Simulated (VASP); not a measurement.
Write the native input for VASP 6.6.1 that does the following.

```
Task                   : single point
Functional             : PBEsol
Potentials or basis    : VASP PAW PBE potentials, release 64 (Sb)
Cutoff                 : 500 eV
k mesh                 : 2 × 2 × 2, shifted
Occupations            : gaussian, width 0.1 eV
Spin                   : no spin polarisation
Dipole correction      : no
Further INCAR settings : ALGO = Normal; EDIFF = 1e-06; NBANDS = 60; ISYM = 0
```

The structure of Sb lies in POSCAR:

```
Sb
1.0
   -0.0000000001      5.8352794816      5.3300000000
   -5.0535002692     -2.9176397408      5.3300000000
    5.0535002693     -2.9176397408      5.3300000000
Sb
18
Direct
    0.3055555556      0.6388888889      0.3055555556
    0.6388888889      0.6388888889      0.9722222222
    0.3055555556      0.3055555556      0.6388888889
    0.3055555556      0.9722222222      0.9722222222
    0.6388888889      0.3055555556      0.3055555556
    0.9722222222      0.6388888889      0.6388888889
    0.9722222222      0.3055555556      0.9722222222
    0.6388888889      0.9722222222      0.6388888889
    0.9722222222      0.9722222222      0.3055555556
    0.3611111111      0.6944444444      0.6944444444
    0.6944444444      0.6944444444      0.3611111111
    0.3611111111      0.3611111111      0.0277777778
    0.3611111111      0.0277777778      0.3611111111
    0.6944444444      0.3611111111      0.6944444444
    0.0277777778      0.6944444444      0.0277777778
    0.0277777778      0.3611111111      0.3611111111
    0.6944444444      0.0277777778      0.0277777778
    0.0277777778      0.0277777778      0.6944444444
```

These files were run (other wordings do the same):

INCAR

```
SYSTEM = Sb
ALGO = Normal
EDIFF = 1E-6
ENCUT = 500
GGA = PS
GGA_COMPAT = .FALSE.
ISIF = 2
ISMEAR = 0
ISYM = 0
LASPH = .TRUE.
LCHARG = .TRUE.
LELF = .TRUE.
LREAL = .FALSE.
LVHAR = .TRUE.
LWAVE = .FALSE.
NBANDS = 60
NELM = 120
PREC = Accurate
SIGMA = 0.1
```

KPOINTS

```
Automatic mesh
0
Gamma
  2 2 2
  0.5 0.5 0.5
```

Potentials or basis: VASP PAW PBE potentials, release 64 (Sb).

Command:

```bash
$ cat potpaw_PBE.64/Sb/POTCAR > POTCAR
$ mpirun -np 1 vasp_std > vasp.out
```

Results of the run:

```
Pressure               : -0.6 GPa
Largest force          : 0.065 eV/Å
Band gap on the k mesh : zero (band 45 reaches 9.06 eV, above the bottom of band 46 at 8.79 eV)
```

Caveat: the k points lie up to 0.41 Å⁻¹ apart; the PAW data sets were made with another functional, which shifts forces and pressure a little; spin-orbit coupling is left out, which moves the levels of the heavy elements.

It took 2.5 min on 1 thread of Intel Xeon 6975P-C, on a shared host, peak memory 0.48 GiB.
